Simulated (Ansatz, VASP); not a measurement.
MoS2 in VASP and in Ansatz

INCAR

```
SYSTEM = MoS2
  ALGO = Normal
  EDIFF = 1E-6
  ENCUT = 520
  GGA = PE
  ISIF = 2
  ISMEAR = -1
  LASPH = .True.
  LCHARG = .False.
  LREAL = .False.
  LWAVE = .False.
  NBANDS = 20
  NELM = 100
  PREC = Accurate
  SIGMA = 0.05
```

The input KPOINTS:

```
k-points
0
Gamma
  13 13 13
  0 0 0
```

File POSCAR:

```
MoS2
1.0
    1.5601261102      0.9007392297      6.0405721524
   -1.5601261102      0.9007392297      6.0405721524
    0.0000000000     -1.8014784593      6.0405721524
Mo S
1 2
Direct
    0.0000000000      0.0000000000      0.0000000000
    0.7484000000      0.7484000000      0.7484000000
    0.5849000000      0.5849000000      0.5849000000
```

Input for Ansatz:

```yaml
crystal:
  lattice:
    - [1.5601261102, 0.9007392297, 6.0405721524]
    - [-1.5601261102, 0.9007392297, 6.0405721524]
    - [0.0, -1.8014784593, 6.0405721524]
  atoms:
    - { symbol: Mo, position: [0.0, 0.0, 0.0] }
    - { symbol: S, position: [0.7484, 0.7484, 0.7484] }
    - { symbol: S, position: [0.5849, 0.5849, 0.5849] }
kpoints:
  mp_grid: { grid: [13, 13, 13] }
  band_path:
    path:
      - [0.0, 0.0, 0.0]
      - [0.5, 0.5, 0.5]
      - [0.8185098338, 0.1814901662, 0.5]
      - [0.5, -0.1814901662, 0.1814901662]
      - [0.5, 0.0, 0.0]
      - [0.0, 0.0, 0.0]
      - [0.3407450831, -0.3407450831, 0.0]
      - [0.6592549169, 0.0, 0.3407450831]
      - [0.5, 0.0, 0.5]
    npoints: 5
scf:
  occupations: { method: fermi_dirac, width: 0.05 }
hamiltonian:
  xc: pbe
  pseudopotentials: { kind: all_electron, lapw: { basis_error: 0.0005 } }
output:
  forces: true
  stress: true
  eigenvalues: true
```

Change from the starting cell: volume scaled by 0.96.

Alike in both runs: task single point; functional PBE; k mesh 13 × 13 × 13; occupations fermi-dirac, width 0.05 eV; no spin polarisation.

|  | VASP | Ansatz |
| --- | --- | --- |
| version | VASP 6.6.1 | Ansatz 0.2.0 |
| potentials or method | VASP PAW PBE potentials, release 64 (Mo_sv, S), cutoff 520 eV | all-electron LAPW, scalar-relativistic |

Ansatz gave:

```
pressure (GPa)                                                : 17.1
traceless stress, the component that is largest in VASP (GPa) : 5.30
rms of the force components (eV/Å)                            : 0.993
```

Problem. Estimate VASP's values.

Solution. Pressure (GPa): 16.9; traceless stress, the component that is largest in VASP (GPa): 5.25; rms of the force components (eV/Å): 0.981.

Atom by atom the forces differ by 0.012 eV/Å (rms over components). Ansatz ran all-electron here, and VASP with PAW potentials.
